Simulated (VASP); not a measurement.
# TiO2: single point with PBEsol

**Experimental background.**

From “Shallow Valence Band of Rutile GeO2 and P-type Doping”, 2020, arxiv:2011.08928, for a bulk crystal of TiO2 at 1.6 K: band gap 3.03 eV (direct).

The system is TiO2.

```
Ti O
1.0
     4.59126    0.00000    0.00000
     0.00000    4.59126    0.00000
     0.00000    0.00000    2.93899
Ti O
2 4
Direct
  0.00000 0.00000 0.00000
  0.50000 0.50000 0.50000
  0.30444 0.30444 0.00000
  0.19556 0.80444 0.50000
  0.69556 0.69556 0.00000
  0.80444 0.19556 0.50000
```

- Program: VASP 6.6.1
- Task: single point
- Functional: PBEsol
- Potentials or basis: VASP PAW PBE potentials, release 64 (Ti_sv, O)
- Cutoff: 520 eV
- k mesh: 6 × 6 × 8
- Occupations: gaussian, width 0.01 eV
- Spin: no spin polarisation

```
Pressure               : 0.7 GPa
Largest force          : 0.025 eV/Å
Band gap on the k mesh : 1.84 eV
```

Forces on the atoms (eV/Å):
```
Ti   0.000  0.000  0.000
Ti   0.000  0.000  0.000
O   -0.018 -0.018  0.000
O    0.018 -0.018  0.000
O    0.018  0.018  0.000
O   -0.018  0.018  0.000
```

Stress tensor (GPa, compression positive):
```
0.60 0.00 0.00
0.00 0.60 0.00
0.00 0.00 0.90
```

Levels at points of the mesh, in eV from the valence-band top:
| k point | band 21 | band 22 | band 23 | band 24 | band 25 | band 26 | band 27 | band 28 |
| --- | --- | --- | --- | --- | --- | --- | --- | --- |
| (0.00, 0.00, 0.00) | -0.68 | -0.46 | -0.46 | 0.00 | 1.84 | 2.12 | 2.42 | 2.51 |
| (0.50, 0.00, 0.00) | -1.63 | -1.63 | -0.76 | -0.76 | 2.53 | 2.53 | 3.05 | 3.05 |
| (0.50, 0.50, 0.00) | -1.29 | -1.29 | -1.08 | -1.08 | 1.88 | 1.88 | 2.54 | 2.54 |
| (0.00, 0.00, 0.50) | -2.43 | -2.43 | -1.45 | -1.45 | 2.99 | 2.99 | 3.24 | 3.24 |
| (0.50, 0.00, 0.50) | -2.08 | -2.08 | -1.06 | -1.06 | 1.88 | 1.88 | 3.26 | 3.26 |
| (0.50, 0.50, 0.50) | -1.31 | -1.31 | -0.68 | -0.68 | 2.60 | 2.60 | 3.22 | 3.22 |

Wall time 110 s on 1 thread of AMD EPYC 7R13 Processor (Zen 3), with other jobs on the host, peak memory 0.19 GiB.

Measured gap of TiO2: 3.03 eV (direct; 1.6 K; quoted in “Shallow Valence Band of Rutile GeO2 and P-type Doping”, 2020, arxiv:2011.08928). This calculation gives 1.84 eV (-1.19 eV). 2 values of this kind are on record in papers (3.03 to 3.05 eV); this one was drawn at random among those near their median. The value is that of PBEsol on a finite k mesh, which can miss the band edges, without temperature or zero-point motion. Semilocal functionals fall short of measured gaps as a rule.

Caveat: the PAW data sets were made with another functional, which shifts forces and pressure a little.
